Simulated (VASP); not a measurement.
Runs of VASP 6.6.1 on Ti. The structure is that of space group Im-3m (No. 229), or close to it. The cells are those of the table. 

| task | cell | k mesh | cutoff (eV) | smearing | gap on the mesh (eV) | pressure (GPa) |
| --- | --- | --- | --- | --- | --- | --- |
| single point | a = 2.762 Å, angles 109.5°, 1 atom | 18 × 18 × 18 | 520 | gaussian 0.1 eV | none | 6.9 |
| single point | a = 2.782 Å, angles 112.8, 107.8, 107.8°, 1 atom | 16 × 16 × 16 | 520 | gaussian 0.1 eV | none | 4.7 |
| relaxation of cell and atoms | relaxed to 1 GPa from a = 2.810 Å, angles 109.5°, 1 atom | 18 × 18 × 18 | 600 | gaussian 0.1 eV | none | 1.0 |
| relaxation of cell and atoms | relaxed to 12 GPa from a = 2.730 Å, angles 109.5°, 1 atom | 18 × 18 × 18 | 600 | gaussian 0.1 eV | none | 11.9 |
| single point | a = 2.791 Å, angles 109.5°, 1 atom | 18 × 18 × 18 | 520 | gaussian 0.1 eV | none | (a) |
| single point | a = 2.555 Å, angles 109.5°, 1 atom | 20 × 20 × 20 | 520 | gaussian 0.1 eV | none | 49.1 |
| relaxation of cell and atoms | relaxed to 50 GPa from a = 2.588 Å, angles 109.5°, 1 atom | 20 × 20 × 20 | 600 | gaussian 0.1 eV | none | 49.9 |
| single point | a = 2.819 Å, angles 109.5°, 1 atom | 28 × 28 × 28 | 520 | gaussian 0.15 eV | none | (b) |

Alike in all rows: level PBE; potentials or basis VASP PAW PBE potentials, release 64 (Ti_sv); no spin polarisation.

**Question.** Estimate the missing entries.

**Answer.** (a) 3.1; (b) -0.2.

Caveats: the cell is relaxed towards a set pressure, so the enthalpy falls and the energy may rise (some runs).

A gap of «none» marks levels without a gap at the run's occupations.
